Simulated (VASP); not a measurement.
RuS: elastic constants with PBEsol

RuS:

```
CELL_PARAMETERS angstrom
0.00000 2.41831 2.41831
2.41831 0.00000 2.41831
2.41831 2.41831 0.00000
ATOMIC_POSITIONS crystal
Ru 0.50000 0.50000 0.50000
S 0.00000 0.00000 0.00000
```

- Program: VASP 6.6.1
- Task: elastic constants
- Functional: PBEsol
- Potentials or basis: VASP PAW PBE potentials, release 64 (Ru_pv, S)
- Cutoff: 600 eV
- k mesh: 10 × 10 × 10
- Occupations: gaussian, width 0.05 eV
- Spin: no spin polarisation
- Dipole correction: no
- Ions in elastic constants: relaxed
- Further INCAR settings: ALGO = Normal; EDIFF = 1e-08; IBRION = 6; POTIM = 0.015; NSW = 1; ISIF = 3

| Property | Result |
| --- | --- |
| Elastic constants C11, C12, C44 | 349, 122, -109 GPa |
| Voigt bulk modulus | 197 GPa |
| Highest phonon frequency at Γ, LO-TO splitting left out | 0 cm⁻¹ |
| Most unstable mode | 345i cm⁻¹ |

Phonon frequencies in cm⁻¹ (negative: imaginary):
```csv
q point,frequencies
"(0.000, 0.000, 0.000)",-345 -345 -345 0 0 0
```

Elastic tensor in Voigt notation (GPa, in the Cartesian axes of the cell as first typed):
```
 349  122  122    0    0    0
 122  349  122    0    0    0
 122  122  349    0    0    0
   0    0    0 -109    0    0
   0    0    0    0 -109    0
   0    0    0    0    0 -109
```

Clamped-ion elastic tensor (GPa):
```
 349  122  122    0    0    0
 122  349  122    0    0    0
 122  122  349    0    0    0
   0    0    0 -109    0    0
   0    0    0    0 -109    0
   0    0    0    0    0 -109
```

It took 12 min on 1 thread of Intel(R) Xeon(R) Platinum 8488C (Sapphire Rapids) (shared host), peak memory 0.36 GiB.

Caveat: some modes are imaginary; the elastic tensor has a negative eigenvalue, so either the cell is unstable as it stands or the mesh is too thin; the PAW data sets were made with another functional, which shifts forces and pressure a little.
